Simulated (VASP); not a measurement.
Set up this calculation in VASP 6.6.1, as the native input.

| Quantity | Value |
| --- | --- |
| Task | single point |
| Functional | PBE |
| Potentials or basis | VASP PAW PBE potentials, release 64 (Be) |
| Cutoff | 600 eV |
| k mesh | 9 × 9 × 6 |
| Occupations | gaussian, width 0.1 eV |
| Spin | no spin polarisation |
| Dipole correction | no |
| Further INCAR settings | ALGO = Normal; EDIFF = 1e-06; NBANDS = 9 |

The structure of Be lies in POSCAR:

```
Be
1.0
    2.2619748670      0.0000000000      0.0000000000
   -1.1309874335      1.9589276976      0.0000000000
    0.0000000000      0.0000000000      3.5680556417
Be
2
Direct
    0.3333333333      0.6666666667      0.2500000000
    0.6666666667      0.3333333333      0.7500000000
```

These files were run (other wordings do the same):

INCAR

```
SYSTEM = Be
PREC = Accurate ; ENCUT = 600
EDIFF = 1E-6 ; ISMEAR = 0
SIGMA = 0.1 ; LREAL = .False.
LASPH = .True. ; NELM = 120
ALGO = Normal ; ISIF = 2
LWAVE = .False. ; LCHARG = .True.
GGA = PE ; LELF = .True.
LVHAR = .True. ; NBANDS = 9
GGA_COMPAT = .False.
```

KPOINTS

```
Automatic mesh
0
Gamma
  9 9 6
  0 0 0
```

Potentials or basis: VASP PAW PBE potentials, release 64 (Be).

Run with:

```sh
$ cat potpaw_PBE.64/Be/POTCAR > POTCAR
$ mpirun -np 1 vasp_std > vasp.out
```

Results of the run:

| Quantity | Value |
| --- | --- |
| Pressure | 0.1 GPa |
| Band gap on the k mesh | zero (band 2 reaches 8.06 eV, above the bottom of band 3 at 5.94 eV) |

Wall time 3 s on 1 thread of Intel(R) Xeon(R) 6975P-C (Granite Rapids), on a shared host, peak memory 0.12 GiB.
